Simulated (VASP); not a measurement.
# BaTiO3 (R3m) in VASP: settings compared

Aim: see how the results for BaTiO3 move with the level of theory and the settings. Levels: PBEsol, PBEsol+D3(BJ). Tasks: relaxation of cell and atoms.

Program: VASP 6.6.1. These are calculated values, not measurements. Logs are shortened: lines on timing, memory, paths and dates and some standing lists are left out, and cuts for length are marked.

### Step 1. The cell of the first run

Symmetry: R3m, No. 160, trigonal system. The conventional cell has a = 5.655 Å, b = 5.655 Å, c = 6.955 Å, α = 90.00°, β = 90.00°, γ = 120.00°. Within 3.7 Å of Ba (site symmetry 3m) lie 12 O at 2.79 to 2.89 Å and 8 Ti at 3.37 to 3.59 Å. Within 2.5 Å of Ti (site symmetry 3m) lie 6 O at 1.87 to 2.14 Å. Within 2.5 Å of O (site symmetry m) lie 2 Ti at 1.87 to 2.14 Å.

### Step 2. Relaxation of cell and atoms, PBEsol

Input file INCAR:

```
SYSTEM = BaTiO3
PREC = Accurate ; ENCUT = 600
EDIFF = 1E-6 ; ISMEAR = 0
SIGMA = 0.01 ; LREAL = .FALSE.
LASPH = .TRUE. ; NELM = 100
ALGO = Normal ; ISIF = 3
LWAVE = .FALSE. ; LCHARG = .FALSE.
GGA = PS ; IBRION = 2
NSW = 80 ; EDIFFG = -0.02
```

Input file KPOINTS:

```
Automatic mesh
0
G
  4 4 4
  0 0 0
```

Input file POSCAR:

```
BaTiO3
1.0
    2.8273670000      1.6323810000      2.3183930000
   -2.8273670000      1.6323810000      2.3183930000
    0.0000000000     -3.2647620000      2.3183930000
Ba Ti O
1 1 3
Direct
    0.0000000000      0.0000000000      0.0000000000
    0.4845000000      0.4845000000      0.4845000000
    0.5086000000      0.5086000000      0.0175000000
    0.0175000000      0.5086000000      0.5086000000
    0.5086000000      0.0175000000      0.5086000000
```

Potentials or basis: VASP PAW PBE potentials, release 64 (Ba_sv, Ti_sv, O).

The run is started by

```bash
$ cat potpaw_PBE.64/Ba_sv/POTCAR potpaw_PBE.64/Ti_sv/POTCAR potpaw_PBE.64/O/POTCAR > POTCAR
$ mpirun -np 1 vasp_std > vasp.out
```

OUTCAR:

```text
SYSTEM = BaTiO3
   PREC = Accurate
   ENCUT = 600
   EDIFF = 1E-6
   ISMEAR = 0
   LREAL = .FALSE.
   LASPH = .TRUE.
   NELM = 100
   ISIF = 3
   GGA = PS
   IBRION = 2
   NSW = 80
   EDIFFG = -0.02

 ion  position               nearest neighbor table
   1  0.000  0.000  0.000-   3 2.79   4 2.79   5 2.79   4 2.83   5 2.83   5 2.83   4 2.83   3 2.83
                             3 2.83   3 2.89   4 2.89   5 2.89   2 3.37   2 3.43   2 3.43   2 3.43
   2  0.484  0.484  0.484-   3 1.87   4 1.87   5 1.87   3 2.14   4 2.14   5 2.14   1 3.37   1 3.43
                             1 3.43   1 3.43   1 3.50   1 3.50   1 3.50   1 3.59
   3  0.509  0.509  0.017-   2 1.87   2 2.14   1 2.79   1 2.83   1 2.83   1 2.89
   4  0.017  0.509  0.509-   2 1.87   2 2.14   1 2.79   1 2.83   1 2.83   1 2.89
   5  0.509  0.017  0.509-   2 1.87   2 2.14   1 2.79   1 2.83   1 2.83   1 2.89

  LATTYP: Found a trigonal (rhomboedric) cell.
 ALAT       =     4.0042000430
 COS(alpha) =     0.0028446280

  Lattice vectors:

 A1 = (   2.8273670000,   1.6323810000,   2.3183930000)
 A2 = (  -2.8273670000,   1.6323810000,   2.3183930000)
 A3 = (   0.0000000000,  -3.2647620000,   2.3183930000)

Analysis of symmetry for initial positions (statically):
=====================================================================
 Subroutine PRICEL returns:
 Original cell was already a primitive cell.

 Routine SETGRP: Setting up the symmetry group for a
 trigonal (rhombohedral) supercell.

 Subroutine GETGRP returns: Found  6 space group operations
 (whereof  6 operations were pure point group operations)
 out of a pool of 12 trial point group operations.

The static configuration has the point symmetry C_3v.

Analysis of symmetry for dynamics (positions and initial velocities):
=====================================================================
 Subroutine PRICEL returns:
 Original cell was already a primitive cell.

 Routine SETGRP: Setting up the symmetry group for a
 trigonal (rhombohedral) supercell.

 Subroutine GETGRP returns: Found  6 space group operations
 (whereof  6 operations were pure point group operations)
 out of a pool of 12 trial point group operations.

The dynamic configuration has the point symmetry C_3v.

 Subroutine INISYM returns: Found  6 space group operations
 (whereof  6 operations are pure point group operations),
 and found     1 'primitive' translations

----------------------------------------------------------------------------------------

                                     Primitive cell

  volume of cell :      64.2010

  direct lattice vectors                    reciprocal lattice vectors
     2.827367000  1.632381000  2.318393000     0.176842978  0.102100347  0.143777752
    -2.827367000  1.632381000  2.318393000    -0.176842978  0.102100347  0.143777752
     0.000000000 -3.264762000  2.318393000     0.000000000 -0.204200694  0.143777752

  length of vectors
     4.004200043  4.004200043  4.004199922     0.249739788  0.249739788  0.249739795

  position of ions in fractional coordinates (direct lattice)
     0.000000000  0.000000000  0.000000000
     0.484500000  0.484500000  0.484500000
     0.508600000  0.508600000  0.017500000
     0.017500000  0.508600000  0.508600000
     0.508600000  0.017500000  0.508600000

  ion indices of the primitive-cell ions
   primitive index   ion index
                 1           1
                 2           2
                 3           3
                 4           4
                 5           5

----------------------------------------------------------------------------------------

 KPOINTS: Automatic mesh

Automatic generation of k-mesh.
 Grid dimensions read from file:
 generate k-points for:    4    4    4

 Generating k-lattice:

  Cartesian coordinates                     Fractional coordinates (reciprocal lattice)
     0.044210744  0.025525087  0.035944438     0.250000000  0.000000000 -0.000000000
    -0.044210744  0.025525087  0.035944438     0.000000000  0.250000000 -0.000000000
     0.000000000 -0.051050174  0.035944438    -0.000000000 -0.000000000  0.250000000

  Length of vectors
     0.062434947  0.062434947  0.062434949

  Shift w.r.t. Gamma in fractional coordinates (k-lattice)
     0.000000000  0.000000000  0.000000000

 Subroutine IBZKPT returns following result:
 ===========================================

 Found     13 irreducible k-points:

 Following reciprocal coordinates:
            Coordinates               Weight
  0.000000  0.000000  0.000000      1.000000
  0.250000  0.000000  0.000000      6.000000
  0.500000  0.000000  0.000000      3.000000
  0.250000  0.250000  0.000000      6.000000
  0.500000  0.250000  0.000000     12.000000
 -0.250000  0.250000  0.000000      6.000000
  0.500000  0.500000  0.000000      3.000000
  0.250000  0.250000  0.250000      2.000000
  0.500000  0.250000  0.250000      6.000000
 -0.250000  0.250000  0.250000      6.000000
  0.500000  0.500000  0.250000      6.000000
 -0.250000  0.500000  0.250000      6.000000
  0.500000  0.500000  0.500000      1.000000
   k-points           NKPTS =     13   k-points in BZ     NKDIM =     13   number of bands    NBANDS=     24
   number of dos      NEDOS =    301   number of ions     NIONS =      5
   total plane-waves  NPLWV =  32768
   dimension x,y,z NGX =    32 NGY =   32 NGZ =   32
   dimension x,y,z NGXF=    64 NGYF=   64 NGZF=   64
   ions per type =               1   1   3
   NGX,Y,Z   is equivalent  to a cutoff of  13.29, 13.29, 13.29 a.u.
   NGXF,Y,Z  is equivalent  to a cutoff of  26.57, 26.57, 26.57 a.u.
 SYSTEM =  BaTiO3
   PREC   = accura    normal or accurate (medium, high low for compatibility)
   ISTART =      0    job   : 0-new  1-cont  2-samecut
   ICHARG =      2    charge: 1-file 2-atom 10-const
   ISPIN  =      1    spin polarized calculation?
   LNONCOLLINEAR =      F non collinear calculations
   LSORBIT =      F    spin-orbit coupling
   LASPH  =      T    aspherical Exc in radial PAW
   ENCUT  =  600.0 eV  44.10 Ry    6.64 a.u.   8.00  8.00  8.00*2*pi/ulx,y,z
   NELM   =    100;   NELMIN=  2; NELMDL= -5     # of ELM steps
   EDIFF  = 0.1E-05   stopping-criterion for ELM
   LREAL  =      F    real-space projection
   EDIFFG = -.2E-01   stopping-criterion for IOM
   NSW    =     80    number of steps for IOM
   IBRION =      2    ionic relax: 0-MD 1-quasi-New 2-CG
   NFREE  =      1    steps in history (QN), initial steepest desc. (CG)
   ISIF   =      3    stress and relaxation
   ISYM   =      2    0-nonsym 1-usesym 2-fastsym
   POTIM  = 0.5000    time-step for ionic-motion
   TEBEG  =    0.0;   TEEND  =   0.0 temperature during run
   PSTRESS=    0.0 pullay stress
   NELECT =      40.0000    total number of electrons
   NUPDOWN=      -1.0000    fix difference up-down
   EMIN   =  10.00;   EMAX   =-10.00  energy-range for DOS
   EFERMI =   0.00;   METHOD = LEGACY
   ISMEAR =     0;   SIGMA  =   0.01  broadening in eV -4-tet -1-fermi 0-gaus
   EFERMI_NEDOS =   21; number of points for ismear=-14 and -15
   IALGO  =     38    algorithm
   IMIX   =      4    mixing-type and parameters
     AMIX     =   0.40;   BMIX     =  1.00
     AMIX_MAG =   1.60;   BMIX_MAG =  1.00
  volume/ion in A,a.u.               =      12.84        86.65
  Fermi-wavevector in a.u.,A,eV,Ry     =   1.398237  2.642285 26.600301  1.955067
  Thomas-Fermi vector in A             =   2.521415
   LORBIT       =      0    0 simple, 1 ext, 2 COOP (PROOUT), +10 PAW based schemes
   GGA     = PS    functional components
   LHFCALC =     F    Hartree Fock is set to
   AEXX    =    0.0000 exact exchange contribution
   IVDW    =     0    specifies the selected vdW correction
   LEPSILON=     F    determine dielectric tensor
   LRPA    =     F    only Hartree local field effects (RPA)
 conjugate gradient relaxation of ions
 non-spin polarized calculation
 Gauss-broadening in eV      SIGMA  =   0.01
  energy-cutoff  :      600.00
  volume of cell :       64.20
 maximum number of plane-waves:      2176
   NGX = 15   NGY = 15   NGZ = 15

--------------------------------------- Ionic step        1  -------------------------------------------

 number of electron      39.9999996 magnetization

 Free energy of the ion-electron system (eV)
  ---------------------------------------------------
  ext. energy  EPLUGINS =         0.00000000
  ---------------------------------------------------
  free energy    TOTEN  =       -42.00936945 eV

  energy without entropy =      -42.00936945  energy(sigma->0) =      -42.00936945

------------------------ aborting loop because EDIFF is reached ----------------------------------------

  FORCE on cell =-STRESS in cart. coord.  units (eV):
  Direction    XX          YY          ZZ          XY          YZ          ZX
  --------------------------------------------------------------------------------------
  -------------------------------------------------------------------------------------
  Total        0.2155371      0.2155371      0.1348562      0.0000000      0.0000000     -0.0000000
  in kB        5.3788639      5.3788632      3.3654223      0.0000000      0.0000000     -0.0000000
  external PRESSURE =       4.7077165 kB  Pullay stress =       0.0000000 kB
[... 180 lines left out ...]
  energy  without entropy=      -42.0115220562  energy(sigma->0) =      -42.01152206

--------------------------------------- Ionic step        6  -------------------------------------------

 number of electron      39.9999994 magnetization

 Free energy of the ion-electron system (eV)
  ---------------------------------------------------
  ext. energy  EPLUGINS =         0.00000000
  ---------------------------------------------------
  free energy    TOTEN  =       -42.01162879 eV

  energy without entropy =      -42.01162879  energy(sigma->0) =      -42.01162879

 E-fermi :   3.6925     XC(G=0): -11.4893

 val. band max:        3.6162856074   @ k =   0.5000   0.5000   0.5000
 cond. band min:       5.9326595183   @ k =   0.0000   0.0000   0.0000
 fundamental gap:      2.3163739110
 Fermi energy:         3.6924756621

 k-point     1 :       0.0000    0.0000    0.0000
  band No.  band energies     occupation
      1     -52.4347      2.00000
      2     -28.8021      2.00000
      3     -28.8021      2.00000
      4     -28.7959      2.00000
      5     -21.1307      2.00000
      6     -13.1336      2.00000
[... 372 lines left out ...]
  FREE ENERGIE OF THE ION-ELECTRON SYSTEM (eV)
  ---------------------------------------------------
  free  energy   TOTEN  =       -42.0116287865 eV

  energy  without entropy=      -42.0116287865  energy(sigma->0) =      -42.01162879

 reached required accuracy - stopping structural energy minimisation
```

It took 2 min on 1 thread of AMD EPYC 7R13, shared host; peak memory 0.17 GiB.

What came out:

```yaml
Free_energy: -42.0116 eV
Relaxed_volume: 12.85 Å³/atom
Relaxed_cell: a = 4.006 Å, b = 4.006 Å, c = 4.006 Å, α = 89.85°, β = 89.85°, γ = 89.85°
Space_group_after_relaxing_to_0.05_Å: R3m (No. 160)
Energy_gained_by_relaxing: 0.5 meV/atom
Ionic_steps: 6
Pressure_after_relaxing: 0.1 GPa
Largest_force_after_relaxing: 0.014 eV/Å
Band_gap_on_the_k_mesh: 2.32 eV, indirect (least direct gap 2.71 eV)
```

Forces in eV/Å, atoms in the order of the input:
```
Ba   0.000  0.000 -0.010
Ti   0.000  0.000 -0.014
O    0.000 -0.010  0.008
O    0.009  0.005  0.008
O   -0.009  0.005  0.008
```

The path:
```tsv
step	energy change (eV)	largest force (eV/Å)	pressure (GPa)	volume (Å³)
1	0.0000	0.1297	0.47	64.20
2	-0.0010	0.0809	-0.74	64.55
3	-0.0012	0.0952	-0.40	64.45
4	-0.0021	0.0449	-0.08	64.30
5	-0.0022	0.0210	0.07	64.23
6	-0.0023	0.0141	0.08	64.26
```

Final structure:
```
CELL_PARAMETERS angstrom
2.82849 1.63303 2.31882
-2.82849 1.63303 2.31882
0.00000 -3.26606 2.31882
ATOMIC_POSITIONS crystal
Ba 0.99771 0.99771 0.99771
Ti 0.48496 0.48496 0.48496
O 0.50984 0.50984 0.01685
O 0.01685 0.50984 0.50984
O 0.50984 0.01685 0.50984
```

Levels at points of the mesh, in eV from the valence-band top:
```csv
k point,band 18,band 19,band 20,band 21,band 22,band 23
"(0.00, 0.00, 0.00)",-0.53,-0.40,-0.40,2.32,2.32,2.47
"(0.50, 0.00, 0.00)",-1.66,-0.97,-0.83,2.50,3.75,3.86
"(0.50, 0.50, 0.00)",-0.90,-0.85,-0.09,3.83,3.83,4.17
"(0.50, 0.50, 0.50)",-0.02,-0.02,0.00,4.30,4.46,4.46
```

Caveat: the PAW data sets were made with another functional, which shifts forces and pressure a little; spin-orbit coupling is left out, which moves the levels of the heavy elements.

### Step 3. Relaxation of cell and atoms, PBEsol+D3(BJ)

Input file INCAR:

```
SYSTEM = BaTiO3
PREC = Accurate
ENCUT = 600
EDIFF = 1E-6
ISMEAR = 0
SIGMA = 0.01
LREAL = .FALSE.
LASPH = .TRUE.
NELM = 100
ALGO = Normal
ISIF = 3
LWAVE = .FALSE.
LCHARG = .FALSE.
GGA = PS
IVDW = 12
IBRION = 2
NSW = 80
EDIFFG = -0.02
```

KPOINTS is that of step 2.

POSCAR is that of step 2.

Potentials or basis: VASP PAW PBE potentials, release 64 (Ba_sv, Ti_sv, O).

The run is started by

```bash
$ cat potpaw_PBE.64/Ba_sv/POTCAR potpaw_PBE.64/Ti_sv/POTCAR potpaw_PBE.64/O/POTCAR > POTCAR
$ mpirun -np 1 vasp_std > vasp.out
```

Run time: 2.3 min. Hardware: 1 thread of AMD EPYC 7R13, shared host; peak memory 0.18 GiB.

Results (log left out):

```yaml
Free_energy: -43.3467 eV
Relaxed_volume: 12.55 Å³/atom
Relaxed_cell: a = 3.973 Å, b = 3.973 Å, c = 3.973 Å, α = 89.89°, β = 89.89°, γ = 89.89°
Space_group_after_relaxing_to_0.05_Å: R3m (No. 160)
Energy_gained_by_relaxing: 3.6 meV/atom
Ionic_steps: 6
Pressure_after_relaxing: -0.1 GPa
Largest_force_after_relaxing: 0.018 eV/Å
Band_gap_on_the_k_mesh: 2.21 eV, indirect (least direct gap 2.53 eV)
Dispersion_energy_per_atom: -0.270 eV
```

Forces in eV/Å, atoms in the order of the input:
```
Ba   0.000  0.000  0.012
Ti   0.000  0.000  0.018
O    0.000 -0.014 -0.010
O    0.012  0.007 -0.010
O   -0.012  0.007 -0.010
```

The path:
```
step  energy change (eV)  largest force (eV/Å)  pressure (GPa)  volume (Å³)
   1              0.0000                0.1289           -2.97        64.20
   2             -0.0050                0.3652            2.95        62.02
   3             -0.0125                0.2396            0.27        62.95
   4             -0.0176                0.1027            0.13        62.74
   5             -0.0180                0.0550            0.12        62.65
   6             -0.0182                0.0175           -0.08        62.73
```

Final structure:
```
Ba Ti O
1.0
     2.80687    1.62055    2.29857
    -2.80687    1.62055    2.29857
     0.00000   -3.24110    2.29857
Ba Ti O
1 1 3
Direct
  0.99851 0.99851 0.99851
  0.48744 0.48744 0.48744
  0.50957 0.50957 0.01410
  0.01410 0.50957 0.50957
  0.50957 0.01410 0.50957
```

Levels at points of the mesh, in eV from the valence-band top:
```tsv
k point	band 17	band 18	band 19	band 20	band 21	band 22	band 23	band 24
(0.00, 0.00, 0.00)	-1.13	-0.44	-0.32	-0.32	2.21	2.21	2.35	4.50
(0.50, 0.00, 0.00)	-1.82	-1.72	-0.92	-0.80	2.41	3.79	3.88	4.48
(0.50, 0.50, 0.00)	-1.65	-0.88	-0.85	-0.10	3.86	3.87	4.22	5.16
(0.50, 0.50, 0.50)	-2.35	-0.02	-0.02	0.00	4.40	4.52	4.52	6.66
```

Caveat: the PAW data sets were made with another functional, which shifts forces and pressure a little; spin-orbit coupling is left out, which moves the levels of the heavy elements.
